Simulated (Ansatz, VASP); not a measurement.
**One calculation of Fe, two programs**

The input INCAR:

```
  PREC = Accurate
  ENCUT = 520
  EDIFF = 1E-6
  ISMEAR = -1
  SIGMA = 0.03
  LREAL = F
  LASPH = T
  NELM = 150
  ALGO = Normal
  ISIF = 2
  LWAVE = F
  LCHARG = F
  ISPIN = 2
  MAGMOM = 3
  LORBIT = 11
  LMAXMIX = 4
  GGA = PE
  NBANDS = 14
```

File KPOINTS:

```
regular mesh
0
Gamma
  18 18 18
```

POSCAR

```
Fe
1.0
    2.3519495022      0.0000000000      0.0000000000
    0.0000000000      2.3519495022      0.0000000000
    0.0000000000      0.0000000000      2.3519495022
Fe
1
Direct
    0.0000000000      0.0000000000      0.0000000000
```

Input for Ansatz:

```yaml
crystal:
  lattice:
    - [2.3519495022, 0.0, 0.0]
    - [0.0, 2.3519495022, 0.0]
    - [0.0, 0.0, 2.3519495022]
  atoms:
    - { symbol: Fe, position: [0.0, 0.0, 0.0], spin: 3.0 }
magnetization:
  spin_polarized: true
kpoints:
  mp_grid: { grid: [18, 18, 18] }
scf:
  occupations: { method: fermi_dirac, width: 0.03 }
hamiltonian:
  xc: pbe
  pseudopotentials: { kind: all_electron, lapw: { basis_error: 0.0005 } }
output:
  forces: true
  stress: true
  eigenvalues: true
```

Change from the starting cell: volume scaled by 0.98.

Alike in both runs: task single point; functional PBE; k mesh 18 × 18 × 18; occupations fermi-dirac, width 0.03 eV; collinear spin.

|  | VASP | Ansatz |
| --- | --- | --- |
| version | VASP 6.6.1 | Ansatz 0.2.0 |
| potentials or method | VASP PAW PBE potentials, release 64 (Fe), cutoff 520 eV | all-electron LAPW, scalar-relativistic |

|  | VASP | Ansatz | Ansatz less VASP |
| --- | --- | --- | --- |
| pressure (GPa) | 2.5 | 2.9 | +0.41 |
| net moment per atom (μB) | 2.34 | 2.33 | -0.008 |
| size of the moment on the site where the two differ most (μB) | 2.33 | 2.35 | +0.023 |

Site moments also hang on the region over which each program counts them. Ansatz ran all-electron here, and VASP with PAW potentials.
